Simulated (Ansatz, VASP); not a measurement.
**TaN: VASP beside Ansatz**

The input INCAR:

```
ALGO = Normal
EDIFF = 1E-6
ENCUT = 520
GGA = PS
ISIF = 2
ISMEAR = 0
LASPH = T
LCHARG = F
LREAL = F
LWAVE = F
NBANDS = 15
NELM = 100
PREC = Accurate
SIGMA = 0.15
```

Contents of KPOINTS:

```
k-points
0
Gamma
  18 18 18
```

The input POSCAR:

```
TaN
1.0
    0.0000000000      2.0046800000      2.0046800000
    2.0046800000      0.0000000000      2.0046800000
    2.0046800000      2.0046800000      0.0000000000
Ta N
1 1
Direct
    0.5000000000      0.5000000000      0.5000000000
    0.0000000000      0.0000000000      0.0000000000
```

Input for Ansatz:

```yaml
crystal:
  lattice:
    - [0.0, 2.00468, 2.00468]
    - [2.00468, 0.0, 2.00468]
    - [2.00468, 2.00468, 0.0]
  atoms:
    - { symbol: Ta, position: [0.5, 0.5, 0.5] }
    - { symbol: "N", position: [0.0, 0.0, 0.0] }
basis:
  ecutwfc: 420
kpoints:
  mp_grid: { grid: [18, 18, 18] }
hamiltonian:
  xc: pbesol
scf:
  occupations: { method: gaussian, width: 0.15 }
output:
  forces: true
  stress: true
  eigenvalues: true
```

Change from the starting cell: strain -0.080 along x and y, -0.080 along z, atoms carried along.

Alike in both runs: task single point; functional PBEsol; k mesh 18 × 18 × 18; occupations gaussian, width 0.15 eV; no spin polarisation.

```csv
,VASP,Ansatz
version,VASP 6.6.1,Ansatz 0.2.0
potentials or method,"VASP PAW PBE potentials, release 64 (Ta_pv, N), cutoff 520 eV","scalar-relativistic, plane waves, PAW"
valence electrons in the cell,16,18
```

```tsv
	VASP	Ansatz	Ansatz less VASP
gap on the k mesh at the Fermi level (eV)	none	none	-
pressure (GPa)	170.0	165.8	-4.21
```

VASP's potentials were made for PBE, not for PBEsol. A gap of «none» marks a metal or a gap that the smearing closes. Both programs put the cell under a high pressure, so it lies far from rest at this level. VASP's potentials hold 16 valence electrons a cell and Ansatz's 18, so a difference there can come from the potentials and not from the codes.

Spin-orbit coupling is off throughout. Noted on VASP's run: the cell as given lies far from equilibrium.
